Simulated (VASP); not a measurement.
# Si (Im-3m) in VASP: settings compared

Aim: see how the results for Si move with the level of theory and the settings. Levels: PBEsol, revPBE+D3(BJ). Tasks: single point.

Everything below comes from runs of VASP 6.6.1. Logs are shortened: lines on timing, memory, paths and dates and some standing lists are left out, and cuts for length are marked.

### Step 1. The cell of the first run

It takes space group Im-3m (No. 229, cubic). The conventional cell has a = 6.691 Å, b = 6.691 Å, c = 6.691 Å, α = 90.00°, β = 90.00°, γ = 90.00°. Si (site symmetry -4m2) has 4 Si at 2.37 Å within 3.1 Å.

This isn't the form of Si at room conditions, which is diamond.

### Step 2. Single point, PBEsol

INCAR reads:

```
SYSTEM = Si
  PREC = Accurate
  ENCUT = 500
  EDIFF = 1E-6
  ISMEAR = -1
  SIGMA = 0.1
  LREAL = .False.
  LASPH = .True.
  NELM = 120
  ALGO = Normal
  ISIF = 2
  LWAVE = .False.
  LCHARG = .True.
  GGA = PS
  LELF = .True.
  LVHAR = .True.
  NBANDS = 21
  GGA_COMPAT = .False.
```

KPOINTS reads:

```
Automatic mesh
0
Gamma
  5 5 5
  0 0 0
```

POSCAR reads:

```
Si
1.0
   -3.3455632671      3.3455632671      3.3455632671
    3.3455632671     -3.3455632671      3.3455632671
    3.3455632671      3.3455632671     -3.3455632671
Si
6
Direct
    0.7500000000      0.2500000000      0.5000000000
    0.7500000000      0.5000000000      0.2500000000
    0.2500000000      0.7500000000      0.5000000000
    0.2500000000      0.5000000000      0.7500000000
    0.5000000000      0.7500000000      0.2500000000
    0.5000000000      0.2500000000      0.7500000000
```

Potentials or basis: VASP PAW PBE potentials, release 64 (Si).

Command:

```
$ cat potpaw_PBE.64/Si/POTCAR > POTCAR
$ mpirun -np 1 vasp_std > vasp.out
```

OUTCAR:

```text
SYSTEM = Si
   PREC = Accurate
   ENCUT = 500
   EDIFF = 1E-6
   ISMEAR = -1
   LREAL = .False.
   LASPH = .True.
   NELM = 120
   ISIF = 2
   GGA = PS

 ion  position               nearest neighbor table
   1  0.750  0.250  0.500-   2 2.37   4 2.37   6 2.37   5 2.37
   2  0.750  0.500  0.250-   1 2.37   3 2.37   5 2.37   6 2.37
   3  0.250  0.750  0.500-   4 2.37   5 2.37   6 2.37   2 2.37
   4  0.250  0.500  0.750-   3 2.37   5 2.37   6 2.37   1 2.37
   5  0.500  0.750  0.250-   1 2.37   2 2.37   3 2.37   4 2.37
   6  0.500  0.250  0.750-   1 2.37   2 2.37   4 2.37   3 2.37

  LATTYP: Found a body centered cubic cell.
 ALAT       =     6.6911265342

  Lattice vectors:

 A1 = (  -3.3455632671,   3.3455632671,   3.3455632671)
 A2 = (   3.3455632671,  -3.3455632671,   3.3455632671)
 A3 = (   3.3455632671,   3.3455632671,  -3.3455632671)

Analysis of symmetry for initial positions (statically):
=====================================================================
 Subroutine PRICEL returns:
 Original cell was already a primitive cell.

 Routine SETGRP: Setting up the symmetry group for a
 body centered cubic supercell.

 Subroutine GETGRP returns: Found 48 space group operations
 (whereof 48 operations were pure point group operations)
 out of a pool of 48 trial point group operations.

The static configuration has the point symmetry O_h .

Analysis of symmetry for dynamics (positions and initial velocities):
=====================================================================
 Subroutine PRICEL returns:
 Original cell was already a primitive cell.

 Routine SETGRP: Setting up the symmetry group for a
 body centered cubic supercell.

 Subroutine GETGRP returns: Found 48 space group operations
 (whereof 48 operations were pure point group operations)
 out of a pool of 48 trial point group operations.

The dynamic configuration has the point symmetry O_h .

 Subroutine INISYM returns: Found 48 space group operations
 (whereof 48 operations are pure point group operations),
 and found     1 'primitive' translations

----------------------------------------------------------------------------------------

                                     Primitive cell

  volume of cell :     149.7848

  direct lattice vectors                    reciprocal lattice vectors
    -3.345563267  3.345563267  3.345563267     0.000000000  0.149451665  0.149451665
     3.345563267 -3.345563267  3.345563267     0.149451665  0.000000000  0.149451665
     3.345563267  3.345563267 -3.345563267     0.149451665  0.149451665  0.000000000

  length of vectors
     5.794685559  5.794685559  5.794685559     0.211356571  0.211356571  0.211356571

  position of ions in fractional coordinates (direct lattice)
     0.750000000  0.250000000  0.500000000
     0.750000000  0.500000000  0.250000000
     0.250000000  0.750000000  0.500000000
     0.250000000  0.500000000  0.750000000
     0.500000000  0.750000000  0.250000000
     0.500000000  0.250000000  0.750000000

  ion indices of the primitive-cell ions
   primitive index   ion index
                 1           1
                 2           2
                 3           3
                 4           4
                 5           5
                 6           6

----------------------------------------------------------------------------------------

 KPOINTS: Automatic mesh

Automatic generation of k-mesh.
 Grid dimensions read from file:
 generate k-points for:    5    5    5

 Generating k-lattice:

  Cartesian coordinates                     Fractional coordinates (reciprocal lattice)
     0.000000000  0.029890333  0.029890333     0.200000000  0.000000000  0.000000000
     0.029890333  0.000000000  0.029890333     0.000000000  0.200000000  0.000000000
     0.029890333  0.029890333  0.000000000     0.000000000  0.000000000  0.200000000

  Length of vectors
     0.042271314  0.042271314  0.042271314

  Shift w.r.t. Gamma in fractional coordinates (k-lattice)
     0.000000000  0.000000000  0.000000000

 Subroutine IBZKPT returns following result:
 ===========================================

 Found     10 irreducible k-points:

 Following reciprocal coordinates:
            Coordinates               Weight
  0.000000  0.000000  0.000000      1.000000
  0.200000  0.000000  0.000000     12.000000
  0.400000  0.000000  0.000000     12.000000
  0.200000  0.200000  0.000000     24.000000
  0.400000  0.200000  0.000000     24.000000
  0.200000  0.200000  0.200000      8.000000
 -0.200000  0.200000  0.200000      6.000000
 -0.400000  0.400000  0.200000     24.000000
 -0.400000 -0.400000  0.200000      8.000000
 -0.400000  0.400000  0.400000      6.000000
   k-points           NKPTS =     10   k-points in BZ     NKDIM =     10   number of bands    NBANDS=     21
   number of dos      NEDOS =    301   number of ions     NIONS =      6
   total plane-waves  NPLWV =  74088
   dimension x,y,z NGX =    42 NGY =   42 NGZ =   42
   dimension x,y,z NGXF=    84 NGYF=   84 NGZF=   84
   ions per type =               6
   NGX,Y,Z   is equivalent  to a cutoff of  12.05, 12.05, 12.05 a.u.
   NGXF,Y,Z  is equivalent  to a cutoff of  24.10, 24.10, 24.10 a.u.
 SYSTEM =  Si
   PREC   = accura    normal or accurate (medium, high low for compatibility)
   ISTART =      0    job   : 0-new  1-cont  2-samecut
   ICHARG =      2    charge: 1-file 2-atom 10-const
   ISPIN  =      1    spin polarized calculation?
   LNONCOLLINEAR =      F non collinear calculations
   LSORBIT =      F    spin-orbit coupling
   LASPH  =      T    aspherical Exc in radial PAW
   ENCUT  =  500.0 eV  36.75 Ry    6.06 a.u.  10.57 10.57 10.57*2*pi/ulx,y,z
   NELM   =    120;   NELMIN=  2; NELMDL= -5     # of ELM steps
   EDIFF  = 0.1E-05   stopping-criterion for ELM
   LREAL  =      F    real-space projection
   EDIFFG = 0.1E-04   stopping-criterion for IOM
   NSW    =      0    number of steps for IOM
   IBRION =     -1    ionic relax: 0-MD 1-quasi-New 2-CG
   NFREE  =      0    steps in history (QN), initial steepest desc. (CG)
   ISIF   =      2    stress and relaxation
   ISYM   =      2    0-nonsym 1-usesym 2-fastsym
   POTIM  = 0.5000    time-step for ionic-motion
   TEBEG  =    0.0;   TEEND  =   0.0 temperature during run
   PSTRESS=    0.0 pullay stress
   NELECT =      24.0000    total number of electrons
   NUPDOWN=      -1.0000    fix difference up-down
   EMIN   =  10.00;   EMAX   =-10.00  energy-range for DOS
   EFERMI =   0.00;   METHOD = LEGACY
   ISMEAR =    -1;   SIGMA  =   0.10  broadening in eV -4-tet -1-fermi 0-gaus
   EFERMI_NEDOS =   21; number of points for ismear=-14 and -15
   IALGO  =     38    algorithm
   IMIX   =      4    mixing-type and parameters
     AMIX     =   0.40;   BMIX     =  1.00
     AMIX_MAG =   1.60;   BMIX_MAG =  1.00
  volume/ion in A,a.u.               =      24.96       168.47
  Fermi-wavevector in a.u.,A,eV,Ry     =   0.889179  1.680305 10.757307  0.790640
  Thomas-Fermi vector in A             =   2.010706
   LORBIT       =      0    0 simple, 1 ext, 2 COOP (PROOUT), +10 PAW based schemes
   GGA     = PS    functional components
   LHFCALC =     F    Hartree Fock is set to
   AEXX    =    0.0000 exact exchange contribution
   IVDW    =     0    specifies the selected vdW correction
   LEPSILON=     F    determine dielectric tensor
   LRPA    =     F    only Hartree local field effects (RPA)
 non-spin polarized calculation
  energy-cutoff  :      500.00
  volume of cell :      149.78
 maximum number of plane-waves:      3812
 NGX is ok and might be reduce to    42
   NGX = 21   NGY = 21   NGZ = 21

 number of electron      24.0000001 magnetization

 Free energy of the ion-electron system (eV)
  ---------------------------------------------------
  ext. energy  EPLUGINS =         0.00000000
  ---------------------------------------------------
  free energy    TOTEN  =       -32.98073439 eV

  energy without entropy =      -32.95706134  energy(sigma->0) =      -32.96889786

 E-fermi :   3.9227     XC(G=0):  -8.2482

 val. band max:        3.7819163618   @ k =  -0.4000   0.4000   0.4000
 cond. band min:       4.0490634692   @ k =  -0.4000   0.4000   0.4000
 fundamental gap:      0.2671471074
 Fermi energy:         3.9226700778

 k-point     1 :       0.0000    0.0000    0.0000
  band No.  band energies     occupation
      1      -7.8591      2.00000
      2      -3.3431      2.00000
      3      -3.3431      2.00000
      4      -3.2096      2.00000
      5      -3.2096      2.00000
      6      -3.2096      2.00000
[... 13 lines left out ...]
     20      10.5927      0.00000
     21      10.5927      0.00000

 k-point     2 :       0.2000    0.0000    0.0000
  band No.  band energies     occupation
      1      -7.6620      2.00000
      2      -4.7079      2.00000
      3      -3.9894      2.00000
      4      -3.3225      2.00000
      5      -2.2996      2.00000
      6      -1.8397      2.00000
[... 13 lines left out ...]
     20       9.4720      0.00000
     21       9.5075      0.00000

 k-point     3 :       0.4000    0.0000    0.0000
  band No.  band energies     occupation
      1      -7.1237      2.00000
      2      -5.9046      2.00000
      3      -4.3593      2.00000
      4      -3.4825      2.00000
      5      -1.2823      2.00000
      6      -0.6440      2.00000
[... 13 lines left out ...]
     20       8.2320      0.00000
     21       9.4638      0.00000

 k-point     4 :       0.2000    0.2000    0.0000
  band No.  band energies     occupation
      1      -7.2836      2.00000
      2      -5.5105      2.00000
      3      -4.7038      2.00000
      4      -2.8496      2.00000
      5      -2.0919      2.00000
      6      -0.6204      2.00000
[... 13 lines left out ...]
     20       9.1095      0.00000
     21       9.3871      0.00000

 k-point     5 :       0.4000    0.2000    0.0000
  band No.  band energies     occupation
      1      -6.7590      2.00000
      2      -6.2400      2.00000
      3      -4.9861      2.00000
      4      -2.7386      2.00000
      5      -1.6753      2.00000
      6      -0.3781      2.00000
[... 13 lines left out ...]
     20       8.9096      0.00000
     21       9.1581      0.00000

 k-point     6 :       0.2000    0.2000    0.2000
  band No.  band energies     occupation
      1      -6.7359      2.00000
      2      -5.8160      2.00000
      3      -5.8160      2.00000
      4      -1.7734      2.00000
      5      -0.8925      2.00000
      6      -0.8925      2.00000
[... 13 lines left out ...]
     20       8.4115      0.00000
     21       8.6112      0.00000

 k-point     7 :      -0.2000    0.2000    0.2000
  band No.  band energies     occupation
      1      -7.4737      2.00000
      2      -5.2282      2.00000
      3      -3.4460      2.00000
      4      -3.4460      2.00000
      5      -3.4123      2.00000
      6      -0.4487      2.00000
[... 13 lines left out ...]
     20       9.2192      0.00000
     21       9.6208      0.00000

 k-point     8 :      -0.4000    0.4000    0.2000
  band No.  band energies     occupation
      1      -6.9630      2.00000
      2      -6.0068      2.00000
      3      -4.1601      2.00000
      4      -3.6184      2.00000
      5      -2.6741      2.00000
      6      -0.5172      2.00000
[... 13 lines left out ...]
     20       8.5612      0.00000
     21       8.8252      0.00000

 k-point     9 :      -0.4000   -0.4000    0.2000
  band No.  band energies     occupation
      1      -6.4684      2.00000
      2      -6.4684      2.00000
      3      -4.4576      2.00000
      4      -3.1454      2.00000
      5      -3.1454      2.00000
      6      -1.0326      2.00000
[... 13 lines left out ...]
     20       8.5037      0.00000
     21       8.5084      0.00000

 k-point    10 :      -0.4000    0.4000    0.4000
  band No.  band energies     occupation
      1      -6.5749      2.00000
      2      -6.2189      2.00000
      3      -3.8048      2.00000
      4      -3.8048      2.00000
      5      -3.7283      2.00000
      6      -1.4150      2.00000
[... 13 lines left out ...]
     20       8.2670      0.00000
     21       8.2670      0.00000

------------------------ aborting loop because EDIFF is reached ----------------------------------------

  FORCE on cell =-STRESS in cart. coord.  units (eV):
  Direction    XX          YY          ZZ          XY          YZ          ZX
  --------------------------------------------------------------------------------------
  -------------------------------------------------------------------------------------
  Total        0.0777644      0.0777644      0.0777644     -0.0000000      0.0000000     -0.0000000
  in kB        0.8318091      0.8318091      0.8318091     -0.0000000      0.0000000     -0.0000000
  external PRESSURE =       0.8318091 kB  Pullay stress =       0.0000000 kB

 VOLUME and BASIS-vectors are now :
 -----------------------------------------------------------------------------
  energy-cutoff  :      500.00
  volume of cell :      149.78
      direct lattice vectors                 reciprocal lattice vectors
    -3.345563267  3.345563267  3.345563267     0.000000000  0.149451665  0.149451665
     3.345563267 -3.345563267  3.345563267     0.149451665  0.000000000  0.149451665
     3.345563267  3.345563267 -3.345563267     0.149451665  0.149451665  0.000000000

 POSITION                                       TOTAL-FORCE (eV/Angst)
 -----------------------------------------------------------------------------------
      0.00000      3.34556      1.67278         0.000000     -0.000000      0.000000
      0.00000      1.67278      3.34556         0.000000     -0.000000     -0.000000
      3.34556      0.00000      1.67278        -0.000000      0.000000      0.000000
      3.34556      1.67278      0.00000        -0.000000     -0.000000     -0.000000
      1.67278      0.00000      3.34556        -0.000000      0.000000      0.000000
      1.67278      3.34556      0.00000        -0.000000     -0.000000     -0.000000
 -----------------------------------------------------------------------------------
    total drift:                                0.000000      0.000000      0.000000

  FREE ENERGIE OF THE ION-ELECTRON SYSTEM (eV)
  ---------------------------------------------------
  free  energy   TOTEN  =       -32.9807343887 eV

  energy  without entropy=      -32.9570613383  energy(sigma->0) =      -32.96889786
```

Wall time 22 s (1 thread of Intel Xeon Platinum 8488C (Sapphire Rapids), shared host); peak memory 0.24 GiB.

Results:

* Free energy: -32.9807 eV
* Pressure: 0.1 GPa
* Band gap on the k mesh: 0.27 eV

Levels at points of the mesh, in eV from the valence-band top:
```tsv
k point	band 10	band 11	band 12	band 13	band 14	band 15
(0.00, 0.00, 0.00)	-1.99	-1.99	-1.99	2.09	2.09	2.09
```

Caveat: the PAW data sets were made with another functional, which shifts forces and pressure a little; an odd mesh through Γ misses points on the zone boundary, where band edges can lie.

### Step 3. Single point, revPBE+D3(BJ)

This run uses another cell than the first one, of 24.72 Å³/atom.

INCAR reads:

```
  PREC = Accurate
  ENCUT = 500
  EDIFF = 1E-6
  ISMEAR = -1
  SIGMA = 0.1
  LREAL = False
  LASPH = True
  NELM = 120
  ALGO = Normal
  ISIF = 2
  LWAVE = False
  LCHARG = False
  GGA = RE
  IVDW = 12
  NBANDS = 21
  GGA_COMPAT = False
```

KPOINTS reads:

```
regular mesh
0
Gamma
  5 5 5
```

POSCAR: that of step 2 with these lines changed.

```diff
@@ -2,5 +2,5 @@
 1.0
-   -3.3455632671      3.3455632671      3.3455632671
-    3.3455632671     -3.3455632671      3.3455632671
-    3.3455632671      3.3455632671     -3.3455632671
+   -3.3345657886      3.3345657886      3.3345657886
+    3.3345657886     -3.3345657886      3.3345657886
+    3.3345657886      3.3345657886     -3.3345657886
 Si
```

Potentials or basis: VASP PAW PBE potentials, release 64 (Si).

Command:

```
$ cat potpaw_PBE.64/Si/POTCAR > POTCAR
$ mpirun -np 1 vasp_std > vasp.out
```

Wall time 20 s (1 thread of Intel Xeon Platinum 8488C (Sapphire Rapids), shared host); peak memory 0.25 GiB.

Results (log left out):

| Property | Result |
| --- | --- |
| Free energy | -32.8437 eV |
| Pressure | -0.2 GPa |
| Band gap on the k mesh | 0.38 eV |
| Dispersion energy per atom | -0.466 eV |

Levels at points of the mesh, in eV from the valence-band top:
| k point | band 9 | band 10 | band 11 | band 12 | band 13 | band 14 | band 15 | band 16 |
| --- | --- | --- | --- | --- | --- | --- | --- | --- |
| (0.00, 0.00, 0.00) | -2.76 | -1.98 | -1.98 | -1.98 | 2.18 | 2.18 | 2.18 | 2.73 |

Caveat: the PAW data sets were made with another functional, which shifts forces and pressure a little; an odd mesh through Γ misses points on the zone boundary, where band edges can lie.
